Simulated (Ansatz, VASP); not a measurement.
# HfO2 in VASP and in Ansatz

```
Hf O
1.0
     0.00000    2.54892    2.54892
     2.44696    0.00000    2.54892
     2.44696    2.54892    0.00000
Hf O
1 2
Direct
  0.00000 0.00000 0.00000
  0.25000 0.25000 0.25000
  0.75000 0.75000 0.75000
```

Change from the starting cell: normal strain along x -0.0400, normal strain along y +0.0000.

Alike in both runs: task single point; functional PBE; k mesh 8 × 8 × 8; occupations gaussian, width 0.05 eV; no spin polarisation.

|  | VASP | Ansatz |
| --- | --- | --- |
| version | VASP 6.6.1 | Ansatz 0.2.0 |
| potentials or method | VASP PAW PBE potentials, release 64 (Hf_pv, O), cutoff 520 eV | scalar-relativistic, plane waves, PAW |
| valence electrons in the cell | 22 | 38 |

```tsv
	VASP	Ansatz	Ansatz less VASP
gap on the k mesh at the Fermi level (eV)	3.39	3.39	+0.006
least direct gap on the mesh (eV)	3.52	3.51	-0.011
pressure (GPa)	7.0	11.0	+4.06
traceless stress, the component that is largest in VASP (GPa)	13.13	12.89	-0.237
```

One of these differences is far larger than is usual between the two programs; its cause wasn't traced. The functional is the same, so the differences come from potentials, cutoffs and numerics. VASP's potentials hold 22 valence electrons a cell and Ansatz's 38, so a difference there can come from the potentials and not from the codes.

Spin-orbit coupling is off throughout.
